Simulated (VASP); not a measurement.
Wanted: the native input for a VASP 6.6.1 run.

```yaml
Task: single point
Functional: r2SCAN
Potentials_or_basis: VASP PAW PBE potentials, release 64 (Ba_sv)
Cutoff: 520 eV
k_mesh: 9 × 9 × 12
Occupations: gaussian, width 0.1 eV
Spin: no spin polarisation
Dipole_correction: no
Further_INCAR_settings: ALGO = Normal; EDIFF = 1e-06; NBANDS = 22
```

The system is Ba.

```
Ba
1.0
     7.32655    0.00000    0.00000
    -3.66327    6.34498    0.00000
     0.00000    0.00000    4.28245
Ba
3
Direct
  0.00000 0.00000 0.00000
  0.33333 0.66667 0.50000
  0.66667 0.33333 0.50000
```

These files were run (other wordings do the same):

POSCAR

```
Ba
1.0
    7.3265478416      0.0000000000      0.0000000000
   -3.6632739208      6.3449765529      0.0000000000
    0.0000000000      0.0000000000      4.2824504997
Ba
3
Direct
    0.0000000000      0.0000000000      0.0000000000
    0.3333333333      0.6666666667      0.5000000000
    0.6666666667      0.3333333333      0.5000000000
```

INCAR.step1

```
  PREC = Accurate
  ENCUT = 520
  ISMEAR = 0
  SIGMA = 0.1
  LREAL = F
  LASPH = T
  NELM = 100
  NBANDS = 22
  GGA = PE
  ALGO = Normal
  EDIFF = 1E-4
  LWAVE = T
  LCHARG = F
```

INCAR.step2

```
  PREC = Accurate
  ENCUT = 520
  EDIFF = 1E-6
  ISMEAR = 0
  SIGMA = 0.1
  LREAL = F
  LASPH = T
  NELM = 100
  ALGO = Normal
  ISIF = 2
  LWAVE = F
  LCHARG = T
  METAGGA = R2SCAN
  LMIXTAU = T
  LELF = T
  LVHAR = T
  NBANDS = 22
  ISTART = 1
```

KPOINTS

```
regular mesh
0
Gamma
  9 9 12
```

Potentials or basis: VASP PAW PBE potentials, release 64 (Ba_sv).

Command:

```bash
$ cat potpaw_PBE.64/Ba_sv/POTCAR > POTCAR
$ cp INCAR.step1 INCAR
$ mpirun -np 1 vasp_std > vasp.out
$ cp INCAR.step2 INCAR
$ mpirun -np 1 vasp_std > vasp.out
```

It gave:

The pressure is 0.0 GPa. The band gap on the k mesh is zero (band 15 reaches 1.95 eV, above the bottom of band 16 at 1.36 eV).

Caveat: the PAW data sets were made with another functional, which shifts forces and pressure a little; spin-orbit coupling is left out, which moves the levels of the heavy elements.

Wall time 17 min on 1 thread of Intel(R) Xeon(R) 6975P-C (Granite Rapids) (shared host), peak memory 0.5 GiB.
